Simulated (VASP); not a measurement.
# TlBr (Pm-3m) in VASP: a series of runs, part 2 of 2

VASP 6.6.1. The steps go on from the part before.

**4. Single point, PBE**

INCAR reads:

```
ALGO     = Normal         # electronic algorithm
EDIFF    = 1E-6           # SCF threshold, eV
ENCUT    = 500            # plane-wave cutoff, eV
GGA      = PE             # functional
GGA_COMPAT= False        
ISIF     = 2              # what is computed and relaxed
ISMEAR   = 0              # smearing method
LASPH    = True           # aspherical terms in the spheres
LCHARG   = False          # write CHGCAR
LREAL    = False          # projectors in reciprocal space
LWAVE    = False          # write WAVECAR
NBANDS   = 17             # bands
NELM     = 120            # most SCF steps
PREC     = Accurate       # precision mode
SIGMA    = 0.01           # smearing width, eV
```

KPOINTS reads:

```
k-points
0
Gamma
  6 6 6
```

POSCAR reads:

```
TlBr
1.0
    3.9451843068      0.0000000000      0.0000000000
    0.0000000000      3.9451843068      0.0000000000
    0.0000000000      0.0000000000      3.9451843068
Tl Br
1 1
Direct
    0.0000000000      0.0000000000      0.0000000000
    0.5000000000      0.5000000000      0.5000000000
```

Potentials or basis: VASP PAW PBE potentials, release 64 (Tl_d, Br).

Command:

```bash
cat potpaw_PBE.64/Tl_d/POTCAR potpaw_PBE.64/Br/POTCAR > POTCAR
mpirun -np 1 vasp_std > vasp.out
```

OUTCAR:

```text
EDIFF = 1E-6
   ENCUT = 500
   GGA = PE
   ISIF = 2
   ISMEAR = 0
   LASPH = True
   LREAL = False
   NELM = 120
   PREC = Accurate

 ion  position               nearest neighbor table
   1  0.000  0.000  0.000-   2 3.42   2 3.42   2 3.42   2 3.42   2 3.42   2 3.42   2 3.42   2 3.42

   2  0.500  0.500  0.500-   1 3.42   1 3.42   1 3.42   1 3.42   1 3.42   1 3.42   1 3.42   1 3.42

  LATTYP: Found a simple cubic cell.
 ALAT       =     3.9451843068

  Lattice vectors:

 A1 = (   3.9451843068,   0.0000000000,   0.0000000000)
 A2 = (   0.0000000000,   3.9451843068,   0.0000000000)
 A3 = (   0.0000000000,   0.0000000000,   3.9451843068)

Analysis of symmetry for initial positions (statically):
=====================================================================
 Subroutine PRICEL returns:
 Original cell was already a primitive cell.

 Routine SETGRP: Setting up the symmetry group for a
 simple cubic supercell.

 Subroutine GETGRP returns: Found 48 space group operations
 (whereof 48 operations were pure point group operations)
 out of a pool of 48 trial point group operations.

The static configuration has the point symmetry O_h .

Analysis of symmetry for dynamics (positions and initial velocities):
=====================================================================
 Subroutine PRICEL returns:
 Original cell was already a primitive cell.

 Routine SETGRP: Setting up the symmetry group for a
 simple cubic supercell.

 Subroutine GETGRP returns: Found 48 space group operations
 (whereof 48 operations were pure point group operations)
 out of a pool of 48 trial point group operations.

The dynamic configuration has the point symmetry O_h .

 Subroutine INISYM returns: Found 48 space group operations
 (whereof 48 operations are pure point group operations),
 and found     1 'primitive' translations

----------------------------------------------------------------------------------------

                                     Primitive cell

  volume of cell :      61.4047

  direct lattice vectors                    reciprocal lattice vectors
     3.945184307  0.000000000  0.000000000     0.253473583  0.000000000  0.000000000
     0.000000000  3.945184307  0.000000000     0.000000000  0.253473583  0.000000000
     0.000000000  0.000000000  3.945184307     0.000000000  0.000000000  0.253473583

  length of vectors
     3.945184307  3.945184307  3.945184307     0.253473583  0.253473583  0.253473583

  position of ions in fractional coordinates (direct lattice)
     0.000000000  0.000000000  0.000000000
     0.500000000  0.500000000  0.500000000

  ion indices of the primitive-cell ions
   primitive index   ion index
                 1           1
                 2           2

----------------------------------------------------------------------------------------

 KPOINTS: k-points

Automatic generation of k-mesh.
 Grid dimensions read from file:
 generate k-points for:    6    6    6

 Generating k-lattice:

  Cartesian coordinates                     Fractional coordinates (reciprocal lattice)
     0.042245597  0.000000000  0.000000000     0.166666667  0.000000000  0.000000000
     0.000000000  0.042245597  0.000000000     0.000000000  0.166666667  0.000000000
     0.000000000  0.000000000  0.042245597     0.000000000  0.000000000  0.166666667

  Length of vectors
     0.042245597  0.042245597  0.042245597

  Shift w.r.t. Gamma in fractional coordinates (k-lattice)
     0.000000000  0.000000000  0.000000000

 Subroutine IBZKPT returns following result:
 ===========================================

 Found     20 irreducible k-points:

 Following reciprocal coordinates:
            Coordinates               Weight
  0.000000  0.000000  0.000000      1.000000
  0.166667  0.000000  0.000000      6.000000
  0.333333  0.000000  0.000000      6.000000
  0.500000  0.000000  0.000000      3.000000
  0.166667  0.166667  0.000000     12.000000
  0.333333  0.166667  0.000000     24.000000
[... 12 lines left out ...]
  0.500000  0.500000  0.333333      6.000000
  0.500000  0.500000  0.500000      1.000000
   k-points           NKPTS =     20   k-points in BZ     NKDIM =     20   number of bands    NBANDS=     17
   number of dos      NEDOS =    301   number of ions     NIONS =      2
   total plane-waves  NPLWV =  27000
   dimension x,y,z NGX =    30 NGY =   30 NGZ =   30
   dimension x,y,z NGXF=    60 NGYF=   60 NGZF=   60
   ions per type =               1   1
   NGX,Y,Z   is equivalent  to a cutoff of  12.64, 12.64, 12.64 a.u.
   NGXF,Y,Z  is equivalent  to a cutoff of  25.28, 25.28, 25.28 a.u.
 SYSTEM =  unknown system
   PREC   = accura    normal or accurate (medium, high low for compatibility)
   ISTART =      0    job   : 0-new  1-cont  2-samecut
   ICHARG =      2    charge: 1-file 2-atom 10-const
   ISPIN  =      1    spin polarized calculation?
   LNONCOLLINEAR =      F non collinear calculations
   LSORBIT =      F    spin-orbit coupling
   LASPH  =      T    aspherical Exc in radial PAW
   ENCUT  =  500.0 eV  36.75 Ry    6.06 a.u.   7.19  7.19  7.19*2*pi/ulx,y,z
   NELM   =    120;   NELMIN=  2; NELMDL= -5     # of ELM steps
   EDIFF  = 0.1E-05   stopping-criterion for ELM
   LREAL  =      F    real-space projection
   EDIFFG = 0.1E-04   stopping-criterion for IOM
   NSW    =      0    number of steps for IOM
   IBRION =     -1    ionic relax: 0-MD 1-quasi-New 2-CG
   NFREE  =      0    steps in history (QN), initial steepest desc. (CG)
   ISIF   =      2    stress and relaxation
   ISYM   =      2    0-nonsym 1-usesym 2-fastsym
   POTIM  = 0.5000    time-step for ionic-motion
   TEBEG  =    0.0;   TEEND  =   0.0 temperature during run
   PSTRESS=    0.0 pullay stress
   NELECT =      20.0000    total number of electrons
   NUPDOWN=      -1.0000    fix difference up-down
   EMIN   =  10.00;   EMAX   =-10.00  energy-range for DOS
   EFERMI =   0.00;   METHOD = LEGACY
   ISMEAR =     0;   SIGMA  =   0.01  broadening in eV -4-tet -1-fermi 0-gaus
   EFERMI_NEDOS =   21; number of points for ismear=-14 and -15
   IALGO  =     38    algorithm
   IMIX   =      4    mixing-type and parameters
     AMIX     =   0.40;   BMIX     =  1.00
     AMIX_MAG =   1.60;   BMIX_MAG =  1.00
  volume/ion in A,a.u.               =      30.70       207.19
  Fermi-wavevector in a.u.,A,eV,Ry     =   1.126378  2.128546 17.262087  1.268728
  Thomas-Fermi vector in A             =   2.263060
   LORBIT       =      0    0 simple, 1 ext, 2 COOP (PROOUT), +10 PAW based schemes
   GGA     = PE    functional components
   LHFCALC =     F    Hartree Fock is set to
   AEXX    =    0.0000 exact exchange contribution
   IVDW    =     0    specifies the selected vdW correction
   LEPSILON=     F    determine dielectric tensor
   LRPA    =     F    only Hartree local field effects (RPA)
 non-spin polarized calculation
 Gauss-broadening in eV      SIGMA  =   0.01
  energy-cutoff  :      500.00
  volume of cell :       61.40
 maximum number of plane-waves:      1596
 NGX is ok and might be reduce to    30
   NGX = 15   NGY = 15   NGZ = 15

 number of electron      20.0000001 magnetization

 Free energy of the ion-electron system (eV)
  ---------------------------------------------------
  ext. energy  EPLUGINS =         0.00000000
  ---------------------------------------------------
  free energy    TOTEN  =        -5.51579748 eV

  energy without entropy =       -5.51579748  energy(sigma->0) =       -5.51579748

 E-fermi :   2.7578     XC(G=0):  -9.0952

 val. band max:        2.6746813640   @ k =   0.5000   0.0000   0.0000
 cond. band min:       4.4633583648   @ k =   0.5000   0.0000   0.0000
 fundamental gap:      1.7886770008
 Fermi energy:         2.7578088864

 k-point     1 :       0.0000    0.0000    0.0000
  band No.  band energies     occupation
      1     -11.2236      2.00000
      2      -7.4903      2.00000
      3      -7.4903      2.00000
      4      -7.2995      2.00000
      5      -7.2995      2.00000
      6      -7.2995      2.00000
[... 9 lines left out ...]
     16      14.0752      0.00000
     17      16.1494      0.00000
[... 361 lines left out ...]
 k-point    20 :       0.5000    0.5000    0.5000
  band No.  band energies     occupation
      1     -10.6390      2.00000
      2      -7.4493      2.00000
      3      -7.4493      2.00000
      4      -7.4493      2.00000
      5      -7.2390      2.00000
      6      -7.2390      2.00000
[... 9 lines left out ...]
     16      15.6506      0.00000
     17      19.1134      0.00000

------------------------ aborting loop because EDIFF is reached ----------------------------------------

  FORCE on cell =-STRESS in cart. coord.  units (eV):
  Direction    XX          YY          ZZ          XY          YZ          ZX
  --------------------------------------------------------------------------------------
  -------------------------------------------------------------------------------------
  Total        0.7399367      0.7399367      0.7399367      0.0000000      0.0000000     -0.0000000
  in kB       19.3064870     19.3064870     19.3064870      0.0000000      0.0000000     -0.0000000
  external PRESSURE =      19.3064870 kB  Pullay stress =       0.0000000 kB

 VOLUME and BASIS-vectors are now :
 -----------------------------------------------------------------------------
  energy-cutoff  :      500.00
  volume of cell :       61.40
      direct lattice vectors                 reciprocal lattice vectors
     3.945184307  0.000000000  0.000000000     0.253473583  0.000000000  0.000000000
     0.000000000  3.945184307  0.000000000     0.000000000  0.253473583  0.000000000
     0.000000000  0.000000000  3.945184307     0.000000000  0.000000000  0.253473583

 POSITION                                       TOTAL-FORCE (eV/Angst)
 -----------------------------------------------------------------------------------
      0.00000      0.00000      0.00000         0.000000      0.000000      0.000000
      1.97259      1.97259      1.97259         0.000000      0.000000      0.000000
 -----------------------------------------------------------------------------------
    total drift:                                0.000000     -0.000000     -0.000000

  FREE ENERGIE OF THE ION-ELECTRON SYSTEM (eV)
  ---------------------------------------------------
  free  energy   TOTEN  =        -5.5157974769 eV

  energy  without entropy=       -5.5157974769  energy(sigma->0) =       -5.51579748
```

It took 16 s on 1 thread of Intel Xeon Platinum 8375C at 2.90GHz (Ice Lake), shared host; peak memory 0.17 GiB.

What came out:

| Item | Value |
| --- | --- |
| Free energy | -5.5158 eV |
| Pressure | 1.9 GPa |
| Band gap on the k mesh | 1.79 eV, direct |

Levels at points of the mesh, in eV from the valence-band top:
```tsv
k point	band 8	band 9	band 10	band 11	band 12	band 13
(0.00, 0.00, 0.00)	-1.42	-1.42	-1.42	6.94	6.94	7.32
(0.50, 0.00, 0.00)	-0.89	-0.89	0.00	1.79	5.75	5.75
(0.50, 0.50, 0.00)	-3.12	-3.12	-0.81	4.89	4.89	7.46
(0.50, 0.50, 0.50)	-2.05	-2.05	-2.05	2.03	2.03	2.03
```

Caveat: spin-orbit coupling is left out, which moves the levels of the heavy elements.
